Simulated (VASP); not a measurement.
The system is TePb.

```xyz
2
Lattice="4.0023 0.0000 0.0000 0.0000 4.0023 0.0000 0.0000 0.0000 4.0023" Properties=species:S:1:pos:R:3 pbc="T T T"
Pb    0.0000    0.0000    0.0000
Te    2.0011    2.0011    2.0011
```

| Property | Result |
| --- | --- |
| Program | VASP 6.6.1 |
| Task | relaxation of cell and atoms |
| Functional | PBEsol |
| Dispersion | D4 |
| Potentials or basis | VASP PAW PBE potentials, release 64 (Pb_d, Te) |
| Cutoff | 600 eV |
| k mesh | 7 × 7 × 7 |
| Occupations | fermi-dirac, width 0.05 eV |
| Spin | no spin polarisation |

At the start: pressure -0.9 GPa; volume 32.05 Å³/atom.

Task: How do energy, volume and symmetry change on relaxing?

Result: Over 5 steps the energy falls by 26.5 meV/atom and the volume is 29.10 Å³/atom (-9.2 %); space group Pm-3m (No. 221, to 0.1 Å) before and after.

The path:
| step | energy change (eV) | largest force (eV/Å) | pressure (GPa) | volume (Å³) |
| --- | --- | --- | --- | --- |
| 1 | 0.0000 | 0.0000 | -0.88 | 64.11 |
| 2 | -0.0117 | 0.0000 | -2.46 | 62.49 |
| 3 | -0.0526 | 0.0000 | 0.33 | 57.80 |
| 4 | -0.0530 | 0.0000 | -0.09 | 58.31 |
| 5 | -0.0530 | 0.0000 | 0.00 | 58.20 |

Final structure:
```cif
data_structure
_symmetry_space_group_name_H-M 'P 1'
_symmetry_Int_Tables_number 1
_cell_length_a 3.8753
_cell_length_b 3.8753
_cell_length_c 3.8753
_cell_angle_alpha 90.000
_cell_angle_beta 90.000
_cell_angle_gamma 90.000
_cell_volume 58.20
loop_
_atom_site_label
_atom_site_type_symbol
_atom_site_fract_x
_atom_site_fract_y
_atom_site_fract_z
_atom_site_occupancy
Pb1 Pb 0.00000 0.00000 0.00000 1
Te1 Te 0.50000 0.50000 0.50000 1
```

Caveat: the PAW data sets were made with another functional, which shifts forces and pressure a little.
